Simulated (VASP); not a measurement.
# C (Fd-3m) in VASP: settings compared

The runs below take C through single point, with PBE-based screened hybrid with 75 % exact exchange, PBE-based screened hybrid with 40 % exact exchange.

All numbers are computed with VASP 6.6.1; they aren't measurements. Logs are shortened: lines on timing, memory, paths and dates and some standing lists are left out, and cuts for length are marked.

### 1 The cell of the first run

Symmetry: Fd-3m, No. 227, cubic system. Conventional cell: a = 3.560 Å, b = 3.560 Å, c = 3.560 Å, α = 90.00°, β = 90.00°, γ = 90.00°. C (site symmetry -43m) has 4 C at 1.54 Å within 2.1 Å.

### 2 Single point, PBE-based screened hybrid with 75 % exact exchange

Input file POSCAR:

```
C
1.0
    0.0000000000      1.7801241426      1.7801241426
    1.7801241426      0.0000000000      1.7801241426
    1.7801241426      1.7801241426      0.0000000000
C
2
Direct
    0.0000000000      0.0000000000      0.0000000000
    0.2500000000      0.2500000000      0.2500000000
```

Input file INCAR.step1:

```
PREC = Accurate
ENCUT = 1000
EDIFF = 1E-5
ISMEAR = 0
SIGMA = 0.01
LREAL = False
LASPH = True
NELM = 120
ALGO = Normal
ISIF = 2
LWAVE = True
GGA = PE
NBANDS = 11
GGA_COMPAT = False
```

Input file INCAR.step2:

```
PREC = Accurate
ENCUT = 1000
EDIFF = 1E-6
ISMEAR = 0
SIGMA = 0.01
LREAL = False
LASPH = True
NELM = 120
ALGO = Normal
ISIF = 2
LWAVE = False
LCHARG = True
GGA = PE
LHFCALC = True
AEXX = 0.75
HFSCREEN = 0.5
PRECFOCK = Normal
LELF = True
LVHAR = True
ISTART = 1
NBANDS = 11
GGA_COMPAT = False
```

Input file KPOINTS:

```
Automatic mesh
0
Gamma
  6 6 6
```

Potentials or basis: VASP PAW PBE potentials, release 64 (C_h).

Launch:

```sh
$ cat potpaw_PBE.64/C_h/POTCAR > POTCAR
$ cp INCAR.step1 INCAR
$ mpirun -np 1 vasp_std > vasp.out
$ cp INCAR.step2 INCAR
$ mpirun -np 1 vasp_std > vasp.out
```

OUTCAR:

```text
PREC = Accurate
   ENCUT = 1000
   EDIFF = 1E-6
   ISMEAR = 0
   LREAL = False
   LASPH = True
   NELM = 120
   ISIF = 2
   GGA = PE
   LHFCALC = True
   AEXX = 0.75
   HFSCREEN = 0.5
   PRECFOCK = Normal
   ISTART = 1

 ion  position               nearest neighbor table
   1  0.000  0.000  0.000-
   2  0.250  0.250  0.250-

  LATTYP: Found a face centered cubic cell.
 ALAT       =     3.5602482852

  Lattice vectors:

 A1 = (   0.0000000000,   1.7801241426,   1.7801241426)
 A2 = (   1.7801241426,   0.0000000000,   1.7801241426)
 A3 = (   1.7801241426,   1.7801241426,   0.0000000000)

Analysis of symmetry for initial positions (statically):
=====================================================================
 Subroutine PRICEL returns:
 Original cell was already a primitive cell.

 Routine SETGRP: Setting up the symmetry group for a
 face centered cubic supercell.

 Subroutine GETGRP returns: Found 48 space group operations
 (whereof 24 operations were pure point group operations)
 out of a pool of 48 trial point group operations.

The static configuration has the point symmetry T_d .
 The point group associated with its full space group is O_h .

Analysis of symmetry for dynamics (positions and initial velocities):
=====================================================================
 Subroutine PRICEL returns:
 Original cell was already a primitive cell.

 Routine SETGRP: Setting up the symmetry group for a
 face centered cubic supercell.

 Subroutine GETGRP returns: Found 48 space group operations
 (whereof 24 operations were pure point group operations)
 out of a pool of 48 trial point group operations.

The dynamic configuration has the point symmetry T_d .
 The point group associated with its full space group is O_h .

 Subroutine INISYM returns: Found 48 space group operations
 (whereof 24 operations are pure point group operations),
 and found     1 'primitive' translations

----------------------------------------------------------------------------------------

                                     Primitive cell

  volume of cell :      11.2819

  direct lattice vectors                    reciprocal lattice vectors
     0.000000000  1.780124143  1.780124143    -0.280879287  0.280879287  0.280879287
     1.780124143  0.000000000  1.780124143     0.280879287 -0.280879287  0.280879287
     1.780124143  1.780124143  0.000000000     0.280879287  0.280879287 -0.280879287

  length of vectors
     2.517475705  2.517475705  2.517475705     0.486497196  0.486497196  0.486497196

[... 89 lines left out ...]
   IMIX   =      1    mixing-type and parameters
     AMIX     =   0.40;   BMIX     =  1.00
     AMIX_MAG =   1.60;   BMIX_MAG =  1.00
  volume/ion in A,a.u.               =       5.64        38.07
  Fermi-wavevector in a.u.,A,eV,Ry     =   1.459860  2.758735 28.996616  2.131191
  Thomas-Fermi vector in A             =   2.576377
   LORBIT       =      0    0 simple, 1 ext, 2 COOP (PROOUT), +10 PAW based schemes
   GGA     = PE    functional components
   LHFCALC =     T    Hartree Fock is set to
   PRECFOCK=normal    Normal, Fast or Accurate (Low or Medium for compatibility)
   ENCUT4O =  -1.0   cutoff for four orbital integrals eV
   NKREDX  =     1    reduce k-point grid by
   NKREDY  =     1    reduce k-point grid by
   NKREDZ  =     1    reduce k-point grid by
   AEXX    =    0.7500 exact exchange contribution
   HFSCREEN=    0.5000 screening length (either q_TF or 0.3 A-1)
   HFSCREENC=   0.5000 screening length for correlation (either q_TF or 0.3 A-1)
   ENCUTFOCK=  -1.0 apply spherical cutoff to Coloumb kernel
   IVDW    =     0    specifies the selected vdW correction
   LEPSILON=     F    determine dielectric tensor
   LRPA    =     F    only Hartree local field effects (RPA)
 non-spin polarized calculation
 Gauss-broadening in eV      SIGMA  =   0.01
  energy-cutoff  :     1000.00
  volume of cell :       11.28
 maximum number of plane-waves:       869
 NGX is ok and might be reduce to    28
  NGX = 20; NGY = 20; NGZ = 20

 number of electron       8.0000000 magnetization

 Free energy of the ion-electron system (eV)
  ---------------------------------------------------
  ext. energy  EPLUGINS =         0.00000000
  ---------------------------------------------------
  free energy    TOTEN  =       -23.37009103 eV

  energy without entropy =      -23.37009103  energy(sigma->0) =      -23.37009103

 E-fermi :  10.0739     XC(G=0):  -7.3712

 val. band max:       10.0040390456   @ k =   0.0000   0.0000   0.0000
 cond. band min:      15.9966707162   @ k =   0.3333   0.3333   0.0000
 fundamental gap:      5.9926316707
 Fermi energy:        10.0739053561

 k-point     1 :       0.0000    0.0000    0.0000
  band No.  band energies     occupation
      1     -16.5235      2.00000
      2      10.0040      2.00000
      3      10.0040      2.00000
      4      10.0040      2.00000
      5      18.0898      0.00000
      6      18.0898      0.00000
      7      18.0898      0.00000
      8      27.0882      0.00000
      9      32.1481      0.00000
     10      39.7647      0.00000
     11      39.7647      0.00000
[... 197 lines left out ...]
 k-point    16 :      -0.3333    0.5000    0.1667
  band No.  band energies     occupation
      1      -5.1694      2.00000
      2      -5.1694      2.00000
      3       0.8018      2.00000
      4       0.8018      2.00000
      5      20.5805      0.00000
      6      20.5805      0.00000
      7      28.6099      0.00000
      8      28.6099      0.00000
      9      36.2045      0.00000
     10      36.2045      0.00000
     11      44.6869      0.00000

------------------------ aborting loop because EDIFF is reached ----------------------------------------

  FORCE on cell =-STRESS in cart. coord.  units (eV):
  Direction    XX          YY          ZZ          XY          YZ          ZX
  --------------------------------------------------------------------------------------
  -------------------------------------------------------------------------------------
  Total       -1.3261610     -1.3261610     -1.3261610      0.0000000      0.0000000      0.0000000
  in kB     -188.3327967   -188.3327967   -188.3327967      0.0000000      0.0000000      0.0000000
  external PRESSURE =    -188.3327967 kB  Pullay stress =       0.0000000 kB

 VOLUME and BASIS-vectors are now :
 -----------------------------------------------------------------------------
  energy-cutoff  :     1000.00
  volume of cell :       11.28
      direct lattice vectors                 reciprocal lattice vectors
     0.000000000  1.780124143  1.780124143    -0.280879287  0.280879287  0.280879287
     1.780124143  0.000000000  1.780124143     0.280879287 -0.280879287  0.280879287
     1.780124143  1.780124143  0.000000000     0.280879287  0.280879287 -0.280879287

 POSITION                                       TOTAL-FORCE (eV/Angst)
 -----------------------------------------------------------------------------------
      0.00000      0.00000      0.00000        -0.000000     -0.000000     -0.000000
      0.89006      0.89006      0.89006         0.000000      0.000000      0.000000
 -----------------------------------------------------------------------------------
    total drift:                                0.000085     -0.000115     -0.000086

  FREE ENERGIE OF THE ION-ELECTRON SYSTEM (eV)
  ---------------------------------------------------
  free  energy   TOTEN  =       -23.3700910304 eV

  energy  without entropy=      -23.3700910304  energy(sigma->0) =      -23.37009103
```

Wall time 5.4 min (1 thread of AMD EPYC 9R45 (Zen 5), shared host); peak memory 0.22 GiB.

What came out:

```
Free energy            : -23.3701 eV
Pressure               : -18.8 GPa
Band gap on the k mesh : 5.99 eV (least direct gap 8.09 eV)
```

Caveat: the k points lie up to 0.51 Å⁻¹ apart; the PAW data sets were made with another functional, which shifts forces and pressure a little. A k mesh can miss the band edges.

### 3 Single point, PBE-based screened hybrid with 40 % exact exchange

POSCAR is that of step 2.

Input file INCAR.step1:

```
SYSTEM = C
PREC     = Accurate       ! precision mode
ENCUT    = 1000           ! plane-wave cutoff, eV
EDIFF    = 1E-5           ! SCF threshold, eV
ISMEAR   = 0              ! smearing method
SIGMA    = 0.01           ! smearing width, eV
LREAL    = .FALSE.        ! projectors in reciprocal space
LASPH    = .TRUE.         ! aspherical terms in the spheres
NELM     = 120            ! most SCF steps
ALGO     = Normal         ! electronic algorithm
ISIF     = 2              ! what is computed and relaxed
LWAVE    = .TRUE.         ! write WAVECAR
GGA      = PE             ! functional
NBANDS   = 11             ! bands
GGA_COMPAT= .FALSE.
```

Input file INCAR.step2:

```
SYSTEM = C
PREC     = Accurate       ! precision mode
ENCUT    = 1000           ! plane-wave cutoff, eV
EDIFF    = 1E-6           ! SCF threshold, eV
ISMEAR   = 0              ! smearing method
SIGMA    = 0.01           ! smearing width, eV
LREAL    = .FALSE.        ! projectors in reciprocal space
LASPH    = .TRUE.         ! aspherical terms in the spheres
NELM     = 120            ! most SCF steps
ALGO     = Normal         ! electronic algorithm
ISIF     = 2              ! what is computed and relaxed
LWAVE    = .FALSE.        ! write WAVECAR
LCHARG   = .TRUE.         ! write CHGCAR
GGA      = PE             ! functional
LHFCALC  = .TRUE.         ! exact exchange
AEXX     = 0.4            ! exact-exchange fraction
HFSCREEN = 0.3            ! screening, 1/A
PRECFOCK = Normal       
LELF     = .TRUE.         ! ELF
LVHAR    = .TRUE.       
ISTART   = 1            
NBANDS   = 11             ! bands
GGA_COMPAT= .FALSE.
```

Input file KPOINTS:

```
Automatic mesh
0
G
  6 6 6
  0 0 0
```

Potentials or basis: VASP PAW PBE potentials, release 64 (C_h).

Launch:

```sh
$ cat potpaw_PBE.64/C_h/POTCAR > POTCAR
$ cp INCAR.step1 INCAR
$ mpirun -np 1 vasp_std > vasp.out
$ cp INCAR.step2 INCAR
$ mpirun -np 1 vasp_std > vasp.out
```

Run time: 3.1 min. Hardware: 1 thread of Intel Xeon 6975P-C (Granite Rapids), shared host; peak memory 0.25 GiB.

Results (log left out):

- Free energy: -22.1189 eV
- Pressure: -10.5 GPa
- Band gap on the k mesh: 5.69 eV (least direct gap 7.49 eV)

Levels at points of the mesh, in eV from the valence-band top:
```tsv
k point	band 1	band 2	band 3	band 4	band 5	band 6	band 7	band 8	band 9
(0.00, 0.00, 0.00)	-24.67	0.00	0.00	0.00	7.49	7.49	7.49	16.14	21.48
(0.50, 0.00, 0.00)	-18.18	-15.25	-3.18	-3.18	10.60	10.60	10.93	18.38	24.78
(0.50, 0.50, 0.00)	-14.74	-14.74	-7.16	-7.16	6.27	6.27	20.30	20.30	26.58
```

Caveat: the k points lie up to 0.51 Å⁻¹ apart; the PAW data sets were made with another functional, which shifts forces and pressure a little. A k mesh can miss the band edges.
